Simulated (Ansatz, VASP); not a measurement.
**One calculation of SnO2, two programs**

File INCAR:

```
SYSTEM = SnO2
ALGO = Normal
EDIFF = 1E-7
ENCUT = 520
ISIF = 2
ISMEAR = -1
LASPH = .TRUE.
LCHARG = .FALSE.
LREAL = .FALSE.
LWAVE = .FALSE.
NBANDS = 35
NELM = 60
PREC = Accurate
SIGMA = 0.03
```

The input KPOINTS:

```
k-points
0
G
  4 4 6
  0 0 0
```

POSCAR

```
SnO2
1.0
    4.7373500000      0.0000000000      0.0000000000
    0.0000000000      4.7373500000      0.0000000000
    0.0000000000      0.0000000000      3.2182640000
Sn O
2 4
Direct
    0.0000000000      0.0000000000      0.0000000000
    0.5000000000      0.5000000000      0.5000000000
    0.3056200000      0.3056200000      0.0000000000
    0.1943800000      0.8056200000      0.5000000000
    0.6943800000      0.6943800000      0.0000000000
    0.8056200000      0.1943800000      0.5000000000
```

Input for Ansatz:

```yaml
crystal:
  lattice:
    - [4.73735, 0.0, 0.0]
    - [0.0, 4.73735, 0.0]
    - [0.0, 0.0, 3.218264]
  atoms:
    - { symbol: Sn, position: [0.0, 0.0, 0.0] }
    - { symbol: Sn, position: [0.5, 0.5, 0.5] }
    - { symbol: O, position: [0.30562, 0.30562, 0.0] }
    - { symbol: O, position: [0.19438, 0.80562, 0.5] }
    - { symbol: O, position: [0.69438, 0.69438, 0.0] }
    - { symbol: O, position: [0.80562, 0.19438, 0.5] }
kpoints:
  mp_grid: { grid: [4, 4, 6] }
  band_path:
    path:
      - [0.0, 0.0, 0.0]
      - [0.0, 0.5, 0.0]
      - [0.5, 0.5, 0.0]
      - [0.0, 0.0, 0.0]
      - [0.0, 0.0, 0.5]
      - [0.0, 0.5, 0.5]
      - [0.5, 0.5, 0.5]
      - [0.0, 0.0, 0.5]
      - [0.0, 0.5, 0.0]
    npoints: 5
scf:
  occupations: { method: fermi_dirac, width: 0.03 }
hamiltonian:
  xc: lda
  pseudopotentials: { kind: all_electron, lapw: { basis_error: 0.001 } }
output:
  forces: true
  stress: true
  eigenvalues: true
```

Change from the starting cell: zz strain of +1 %.

Alike in both runs: task single point; functional LDA; k mesh 4 × 4 × 6; occupations fermi-dirac, width 0.03 eV; no spin polarisation.

|  | VASP | Ansatz |
| --- | --- | --- |
| version | VASP 6.6.1 | Ansatz 0.2.0 |
| potentials or method | VASP PAW LDA potentials, release 64 (Sn_d, O), cutoff 520 eV | all-electron LAPW, scalar-relativistic |

```tsv
	VASP	Ansatz	Ansatz less VASP
pressure (GPa)	-2.4	-3.3	-0.89
traceless stress, the component that is largest in VASP (GPa)	-1.21	-1.45	-0.242
rms of the force components (eV/Å)	0.055	0.063	+0.0085
```

LDA's correlation is that of Perdew and Zunger in VASP and of Perdew and Wang (1992) in Ansatz. Atom by atom the forces differ by 0.008 eV/Å (rms over components). Ansatz ran all-electron here, and VASP with PAW potentials.
